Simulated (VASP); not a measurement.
# CdSe (P6_3mc) in VASP: notebook

CdSe is run at these levels: PBE; tasks: single point.

All numbers are computed with VASP 6.6.1; they aren't measurements. Logs are shortened: lines on timing, memory, paths and dates and some standing lists are left out, and cuts for length are marked.

### Step 1. The cell of the first run

It takes space group P6_3mc (No. 186, hexagonal). The conventional cell has a = 4.298 Å, b = 4.298 Å, c = 6.840 Å, α = 90.00°, β = 90.00°, γ = 120.00°. Within 3.4 Å of Cd (site symmetry 3m) lie 4 Se at 2.56 to 2.62 Å. Se (site symmetry 3m) has 4 Cd at 2.56 to 2.62 Å within 3.4 Å.

### Step 2. Single point, PBE (strain +0.000 along x and y, -0.025 along z)

INCAR

```
SYSTEM = CdSe
PREC     = Accurate       ! precision mode
ENCUT    = 520            ! plane-wave cutoff, eV
EDIFF    = 1E-6           ! SCF threshold, eV
ISMEAR   = 0              ! smearing method
SIGMA    = 0.05           ! smearing width, eV
LREAL    = .FALSE.        ! projectors in reciprocal space
LASPH    = .TRUE.         ! aspherical terms in the spheres
NELM     = 80             ! most SCF steps
ALGO     = Normal         ! electronic algorithm
ISIF     = 2              ! what is computed and relaxed
LWAVE    = .FALSE.        ! write WAVECAR
LCHARG   = .FALSE.        ! write CHGCAR
GGA      = PE             ! functional
NBANDS   = 26             ! bands
```

KPOINTS

```
Automatic mesh
0
G
  6 6 4
  0 0 0
```

POSCAR

```
CdSe
1.0
    4.2984999142      0.0000000000      0.0000000000
   -2.1492499571      3.7226101239      0.0000000000
    0.0000000000      0.0000000000      6.8398200000
Cd Se
2 2
Direct
    0.6666666667      0.3333333333      0.0000000000
    0.3333333333      0.6666666667      0.5000000000
    0.6666666667      0.3333333333      0.3750000000
    0.3333333333      0.6666666667      0.8750000000
```

Potentials or basis: VASP PAW PBE potentials, release 64 (Cd, Se).

Launch:

```sh
$ cat potpaw_PBE.64/Cd/POTCAR potpaw_PBE.64/Se/POTCAR > POTCAR
$ mpirun -np 1 vasp_std > vasp.out
```

OUTCAR:

```text
SYSTEM = CdSe
   PREC = Accurate
   ENCUT = 520
   EDIFF = 1E-6
   ISMEAR = 0
   LREAL = .FALSE.
   LASPH = .TRUE.
   NELM = 80
   ISIF = 2
   GGA = PE

 ion  position               nearest neighbor table
   1  0.667  0.333  0.000-   3 2.56   4 2.62   4 2.62   4 2.62
   2  0.333  0.667  0.500-   4 2.56   3 2.62   3 2.62   3 2.62
   3  0.667  0.333  0.375-   1 2.56   2 2.62   2 2.62   2 2.62
   4  0.333  0.667  0.875-   2 2.56   1 2.62   1 2.62   1 2.62

  LATTYP: Found a hexagonal cell.
 ALAT       =     4.2984999142
 C/A-ratio  =     1.5912109193

  Lattice vectors:

 A1 = (   4.2984999142,   0.0000000000,   0.0000000000)
 A2 = (  -2.1492499571,   3.7226101239,   0.0000000000)
 A3 = (   0.0000000000,   0.0000000000,   6.8398200000)

Analysis of symmetry for initial positions (statically):
=====================================================================
 Subroutine PRICEL returns:
 Original cell was already a primitive cell.

 Routine SETGRP: Setting up the symmetry group for a
 hexagonal supercell.

 Subroutine GETGRP returns: Found 12 space group operations
 (whereof  6 operations were pure point group operations)
 out of a pool of 24 trial point group operations.

The static configuration has the point symmetry C_3v.
 The point group associated with its full space group is C_6v.

Analysis of symmetry for dynamics (positions and initial velocities):
=====================================================================
 Subroutine PRICEL returns:
 Original cell was already a primitive cell.

 Routine SETGRP: Setting up the symmetry group for a
 hexagonal supercell.

 Subroutine GETGRP returns: Found 12 space group operations
 (whereof  6 operations were pure point group operations)
 out of a pool of 24 trial point group operations.

The dynamic configuration has the point symmetry C_3v.
 The point group associated with its full space group is C_6v.

 Subroutine INISYM returns: Found 12 space group operations
 (whereof  6 operations are pure point group operations),
 and found     1 'primitive' translations

----------------------------------------------------------------------------------------

                                     Primitive cell

  volume of cell :     109.4483

  direct lattice vectors                    reciprocal lattice vectors
     4.298499914  0.000000000  0.000000000     0.232639297  0.134314361  0.000000000
    -2.149249957  3.722610124  0.000000000     0.000000000  0.268628722  0.000000000
     0.000000000  0.000000000  6.839820000     0.000000000  0.000000000  0.146202678

  length of vectors
     4.298499914  4.298499914  6.839820000     0.268628722  0.268628722  0.146202678

  position of ions in fractional coordinates (direct lattice)
     0.666666667  0.333333333  0.000000000
     0.333333333  0.666666667  0.500000000
     0.666666667  0.333333333  0.375000000
     0.333333333  0.666666667  0.875000000

  ion indices of the primitive-cell ions
   primitive index   ion index
                 1           1
                 2           2
                 3           3
                 4           4

----------------------------------------------------------------------------------------

 KPOINTS: Automatic mesh

Automatic generation of k-mesh.
 Grid dimensions read from file:
 generate k-points for:    6    6    4

 Generating k-lattice:

  Cartesian coordinates                     Fractional coordinates (reciprocal lattice)
     0.038773216  0.022385727  0.000000000     0.166666667  0.000000000  0.000000000
     0.000000000  0.044771454  0.000000000     0.000000000  0.166666667  0.000000000
     0.000000000  0.000000000  0.036550669     0.000000000  0.000000000  0.250000000

  Length of vectors
     0.044771454  0.044771454  0.036550669

  Shift w.r.t. Gamma in fractional coordinates (k-lattice)
     0.000000000  0.000000000  0.000000000

 Subroutine IBZKPT returns following result:
 ===========================================

 Found     21 irreducible k-points:

 Following reciprocal coordinates:
            Coordinates               Weight
  0.000000  0.000000  0.000000      1.000000
  0.166667  0.000000  0.000000      6.000000
  0.333333  0.000000  0.000000      6.000000
  0.500000  0.000000  0.000000      3.000000
  0.166667  0.166667  0.000000      6.000000
  0.333333  0.166667  0.000000     12.000000
[... 13 lines left out ...]
  0.333333  0.166667  0.500000     12.000000
  0.333333  0.333333  0.500000      2.000000
   k-points           NKPTS =     21   k-points in BZ     NKDIM =     21   number of bands    NBANDS=     26
   number of dos      NEDOS =    301   number of ions     NIONS =      4
   total plane-waves  NPLWV =  55296
   dimension x,y,z NGX =    32 NGY =   32 NGZ =   54
   dimension x,y,z NGXF=    64 NGYF=   64 NGZF=  108
   ions per type =               2   2
   NGX,Y,Z   is equivalent  to a cutoff of  12.38, 12.38, 13.13 a.u.
   NGXF,Y,Z  is equivalent  to a cutoff of  24.75, 24.75, 26.25 a.u.
 SYSTEM =  CdSe
   PREC   = accura    normal or accurate (medium, high low for compatibility)
   ISTART =      0    job   : 0-new  1-cont  2-samecut
   ICHARG =      2    charge: 1-file 2-atom 10-const
   ISPIN  =      1    spin polarized calculation?
   LNONCOLLINEAR =      F non collinear calculations
   LSORBIT =      F    spin-orbit coupling
   LASPH  =      T    aspherical Exc in radial PAW
   ENCUT  =  520.0 eV  38.22 Ry    6.18 a.u.   7.99  7.99 12.72*2*pi/ulx,y,z
   NELM   =     80;   NELMIN=  2; NELMDL= -5     # of ELM steps
   EDIFF  = 0.1E-05   stopping-criterion for ELM
   LREAL  =      F    real-space projection
   EDIFFG = 0.1E-04   stopping-criterion for IOM
   NSW    =      0    number of steps for IOM
   IBRION =     -1    ionic relax: 0-MD 1-quasi-New 2-CG
   NFREE  =      0    steps in history (QN), initial steepest desc. (CG)
   ISIF   =      2    stress and relaxation
   ISYM   =      2    0-nonsym 1-usesym 2-fastsym
   POTIM  = 0.5000    time-step for ionic-motion
   TEBEG  =    0.0;   TEEND  =   0.0 temperature during run
   PSTRESS=    0.0 pullay stress
   NELECT =      36.0000    total number of electrons
   NUPDOWN=      -1.0000    fix difference up-down
   EMIN   =  10.00;   EMAX   =-10.00  energy-range for DOS
   EFERMI =   0.00;   METHOD = LEGACY
   ISMEAR =     0;   SIGMA  =   0.05  broadening in eV -4-tet -1-fermi 0-gaus
   EFERMI_NEDOS =   21; number of points for ismear=-14 and -15
   IALGO  =     38    algorithm
   IMIX   =      4    mixing-type and parameters
     AMIX     =   0.40;   BMIX     =  1.00
     AMIX_MAG =   1.60;   BMIX_MAG =  1.00
  volume/ion in A,a.u.               =      27.36       184.65
  Fermi-wavevector in a.u.,A,eV,Ry     =   1.130072  2.135526 17.375480  1.277062
  Thomas-Fermi vector in A             =   2.266767
   LORBIT       =      0    0 simple, 1 ext, 2 COOP (PROOUT), +10 PAW based schemes
   GGA     = PE    functional components
   LHFCALC =     F    Hartree Fock is set to
   AEXX    =    0.0000 exact exchange contribution
   IVDW    =     0    specifies the selected vdW correction
   LEPSILON=     F    determine dielectric tensor
   LRPA    =     F    only Hartree local field effects (RPA)
 non-spin polarized calculation
 Gauss-broadening in eV      SIGMA  =   0.05
  energy-cutoff  :      520.00
  volume of cell :      109.45
 maximum number of plane-waves:      2967
 NGX is ok and might be reduce to    32
   NGX = 15   NGY = 15   NGZ = 25

 number of electron      35.9999991 magnetization

 Free energy of the ion-electron system (eV)
  ---------------------------------------------------
  ext. energy  EPLUGINS =         0.00000000
  ---------------------------------------------------
  free energy    TOTEN  =       -10.82764308 eV

  energy without entropy =      -10.82764308  energy(sigma->0) =      -10.82764308

 E-fermi :   1.3938     XC(G=0):  -9.0038

 val. band max:        1.1572144873   @ k =   0.0000   0.0000   0.0000
 cond. band min:       1.9057940435   @ k =   0.0000   0.0000   0.0000
 fundamental gap:      0.7485795562
 Fermi energy:         1.3938309116

 k-point     1 :       0.0000    0.0000    0.0000
  band No.  band energies     occupation
      1     -11.5921      2.00000
      2     -11.1652      2.00000
      3      -6.8773      2.00000
      4      -6.8353      2.00000
      5      -6.8353      2.00000
      6      -6.7524      2.00000
[... 18 lines left out ...]
     25       8.1901      0.00000
     26       9.1549      0.00000

 k-point     2 :       0.1667    0.0000    0.0000
  band No.  band energies     occupation
      1     -11.5067      2.00000
      2     -11.1313      2.00000
      3      -6.8479      2.00000
      4      -6.8079      2.00000
      5      -6.7740      2.00000
      6      -6.7178      2.00000
[... 18 lines left out ...]
     25       8.5841      0.00000
     26       8.8320      0.00000

 k-point     3 :       0.3333    0.0000    0.0000
  band No.  band energies     occupation
      1     -11.3191      2.00000
      2     -11.0766      2.00000
      3      -6.7969      2.00000
      4      -6.7664      2.00000
      5      -6.6672      2.00000
      6      -6.6263      2.00000
[... 18 lines left out ...]
     25       9.1498      0.00000
     26       9.5577      0.00000

 k-point     4 :       0.5000    0.0000    0.0000
  band No.  band energies     occupation
      1     -11.2048      2.00000
      2     -11.0683      2.00000
      3      -6.7789      2.00000
      4      -6.7537      2.00000
      5      -6.6024      2.00000
      6      -6.5986      2.00000
[... 18 lines left out ...]
     25       9.3044      0.00000
     26      10.9049      0.00000
[... 409 lines left out ...]
      1     -11.2209      2.00000
      2     -11.2209      2.00000
      3      -6.7498      2.00000
      4      -6.7498      2.00000
      5      -6.7144      2.00000
      6      -6.7144      2.00000
[... 18 lines left out ...]
     25       8.6773      0.00000
     26       8.6773      0.00000

 k-point    20 :       0.3333    0.1667    0.5000
  band No.  band energies     occupation
      1     -11.1273      2.00000
      2     -11.1273      2.00000
      3      -6.7344      2.00000
      4      -6.7344      2.00000
      5      -6.6747      2.00000
      6      -6.6747      2.00000
[... 18 lines left out ...]
     25       9.1600      0.00000
     26       9.1600      0.00000

 k-point    21 :       0.3333    0.3333    0.5000
  band No.  band energies     occupation
      1     -11.0968      2.00000
      2     -11.0968      2.00000
      3      -6.7157      2.00000
      4      -6.7157      2.00000
      5      -6.6724      2.00000
      6      -6.6724      2.00000
[... 18 lines left out ...]
     25       9.9872      0.00000
     26      10.0286      0.00000

------------------------ aborting loop because EDIFF is reached ----------------------------------------

  FORCE on cell =-STRESS in cart. coord.  units (eV):
  Direction    XX          YY          ZZ          XY          YZ          ZX
  --------------------------------------------------------------------------------------
  -------------------------------------------------------------------------------------
  Total        2.7059139      2.7059139      4.8286647      0.0000000      0.0000000      0.0000000
  in kB       39.6109635     39.6109635     70.6851985      0.0000000      0.0000000      0.0000000
  external PRESSURE =      49.9690418 kB  Pullay stress =       0.0000000 kB

 VOLUME and BASIS-vectors are now :
 -----------------------------------------------------------------------------
  energy-cutoff  :      520.00
  volume of cell :      109.45
      direct lattice vectors                 reciprocal lattice vectors
     4.298499914  0.000000000  0.000000000     0.232639297  0.134314361  0.000000000
    -2.149249957  3.722610124  0.000000000     0.000000000  0.268628722  0.000000000
     0.000000000  0.000000000  6.839820000     0.000000000  0.000000000  0.146202678

 POSITION                                       TOTAL-FORCE (eV/Angst)
 -----------------------------------------------------------------------------------
      2.14925      1.24087      0.00000         0.000000     -0.000000     -0.282721
     -0.00000      2.48174      3.41991        -0.000000      0.000000     -0.282721
      2.14925      1.24087      2.56493         0.000000     -0.000000      0.282721
     -0.00000      2.48174      5.98484        -0.000000     -0.000000      0.282721
 -----------------------------------------------------------------------------------
    total drift:                               -0.000000     -0.000000      0.000461

  FREE ENERGIE OF THE ION-ELECTRON SYSTEM (eV)
  ---------------------------------------------------
  free  energy   TOTEN  =       -10.8276430765 eV

  energy  without entropy=      -10.8276430765  energy(sigma->0) =      -10.82764308
```

It took 1.8 min on 1 thread of Intel Xeon 8259CL, shared host; peak memory 0.25 GiB.

Results:

```yaml
Free_energy: -10.8276 eV
Pressure: 5.0 GPa
Largest_force: 0.283 eV/Å
Band_gap_on_the_k_mesh: 0.75 eV
```

Forces on the atoms (eV/Å):
```
Cd   0.000  0.000 -0.283
Cd   0.000  0.000 -0.283
Se   0.000  0.000  0.283
Se   0.000  0.000  0.283
```

Stress tensor (GPa, compression positive):
```
3.96 0.00 0.00
0.00 3.96 0.00
0.00 0.00 7.07
```

Caveat: the cell differs from its parent crystal (strain +0.000 along x and y, -0.025 along z); the cell stands under pressure; semilocal functionals underestimate gaps, and a narrow one can read as zero.

### Step 3. Single point, PBE (strain -0.025 along x and y, +0.025 along z)

INCAR

```
SYSTEM = CdSe
ALGO     = Normal         ! electronic algorithm
EDIFF    = 1E-7           ! SCF threshold, eV
ENCUT    = 520            ! plane-wave cutoff, eV
GGA      = PE             ! functional
ISIF     = 2              ! what is computed and relaxed
ISMEAR   = 0              ! smearing method
LASPH    = .True.         ! aspherical terms in the spheres
LCHARG   = .True.         ! write CHGCAR
LELF     = .True.         ! ELF
LREAL    = .False.        ! projectors in reciprocal space
LVHAR    = .True.       
LWAVE    = .False.        ! write WAVECAR
NBANDS   = 26             ! bands
NELM     = 100            ! most SCF steps
PREC     = Accurate       ! precision mode
SIGMA    = 0.05           ! smearing width, eV
```

KPOINTS

```
k-points
0
Gamma
  6 6 4
  0 0 0
```

POSCAR

```
CdSe
1.0
    4.1910374164      0.0000000000      0.0000000000
   -2.0955187082      3.6295448708      0.0000000000
    0.0000000000      0.0000000000      7.1905800000
Cd Se
2 2
Direct
    0.6666666667      0.3333333333      0.0000000000
    0.3333333333      0.6666666667      0.5000000000
    0.6666666667      0.3333333333      0.3750000000
    0.3333333333      0.6666666667      0.8750000000
```

Potentials or basis: VASP PAW PBE potentials, release 64 (Cd, Se).

Launch:

```sh
$ cat potpaw_PBE.64/Cd/POTCAR potpaw_PBE.64/Se/POTCAR > POTCAR
$ mpirun -np 1 vasp_std > vasp.out
```

Run time: 2 min. Hardware: 1 thread of Intel Xeon 8259CL, shared host; peak memory 0.25 GiB.

Results (log left out):

```
Free energy            : -10.7902 eV
Pressure               : 5.2 GPa
Largest force          : 0.398 eV/Å
Band gap on the k mesh : 0.65 eV
```

Forces in eV/Å, atoms in the order of the input:
```
Cd   0.000  0.000  0.398
Cd   0.000  0.000  0.398
Se   0.000  0.000 -0.398
Se   0.000  0.000 -0.398
```

Stress tensor (GPa, compression positive):
```
6.79 0.00 0.00
0.00 6.79 0.00
0.00 0.00 1.94
```

Levels at points of the mesh, in eV from the valence-band top:
```tsv
k point	band 15	band 16	band 17	band 18	band 19	band 20	band 21	band 22
(0.00, 0.00, 0.00)	-0.69	-0.25	0.00	0.00	0.65	2.43	5.66	6.01
(0.50, 0.00, 0.00)	-2.81	-1.88	-1.47	-0.88	3.11	3.45	4.52	5.81
(0.00, 0.00, 0.50)	-0.36	-0.36	-0.36	-0.36	2.45	2.45	5.67	5.67
(0.50, 0.00, 0.50)	-1.61	-1.61	-1.42	-1.42	2.80	2.80	4.75	4.75
```

Caveat: the cell differs from its parent crystal (strain -0.025 along x and y, +0.025 along z); the cell stands under pressure; semilocal functionals underestimate gaps, and a narrow one can read as zero.

(Part 1 of 2 ends here.)
